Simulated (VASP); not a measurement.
Wanted: the native input for a VASP 6.6.1 run.

| Quantity | Value |
| --- | --- |
| Task | single point |
| Functional | PBE |
| Potentials or basis | VASP PAW PBE potentials, release 64 (Rb_sv, P, N) |
| Cutoff | 520 eV |
| k mesh | 6 × 4 × 4 |
| Occupations | gaussian, width 0.1 eV |
| Spin | collinear spin, ferromagnetic start |
| Starting moments | [0.0, 0.0, 0.0, 1.0, 1.0] μB |
| Dipole correction | no |
| Further INCAR settings | ALGO = Normal; EDIFF = 1e-07; NBANDS = 26 |

The structure of RbP2N2 lies in POSCAR:

```
RbP2N2
1.0
    2.8885838700      0.0000000000      0.0000000000
    0.0000000100      4.9838073600      0.0000000000
   -0.7221459700     -1.2459518400      5.6521289900
Rb P N
1 2 2
Direct
    0.6459249400      0.1246649300      0.5063717300
    0.0219123600      0.0006523500      0.0103214000
    0.5219123600      0.5006523500      0.0103214000
    0.4920539900      0.1680605100      0.0000000000
    0.9920539900      0.6680605100      0.0000000000
```

The input as run:

INCAR

```
PREC = Accurate
ENCUT = 520
EDIFF = 1E-7
ISMEAR = 0
SIGMA = 0.1
LREAL = F
LASPH = T
NELM = 150
ALGO = Normal
ISIF = 2
LWAVE = F
LCHARG = T
ISPIN = 2
MAGMOM = 0 0 0 1 1
LORBIT = 11
GGA = PE
LELF = T
LVHAR = T
NBANDS = 26
```

KPOINTS

```
regular mesh
0
Gamma
  6 4 4
```

Potentials or basis: VASP PAW PBE potentials, release 64 (Rb_sv, P, N).

Command:

```console
$ cat potpaw_PBE.64/Rb_sv/POTCAR potpaw_PBE.64/P/POTCAR potpaw_PBE.64/N/POTCAR > POTCAR
$ mpirun -np 1 vasp_std > vasp.out
```

Results of the run:

The pressure is 31.4 GPa and the largest force is 2.550 eV/Å. The net moment is 0.00 μB per cell and the valence electrons inside the program's atomic spheres are Rb 7.38; P 2.53, 2.51; N 3.95, 3.94.

Caveat: the k points lie up to 0.37 Å⁻¹ apart; forces of over 1 eV/Å act on the atoms, so gaps and moduli don't describe the material at rest.

Run time: 2.4 min on 1 thread of Intel(R) Xeon(R) Platinum 8488C (Sapphire Rapids) (shared host), peak memory 0.34 GiB.
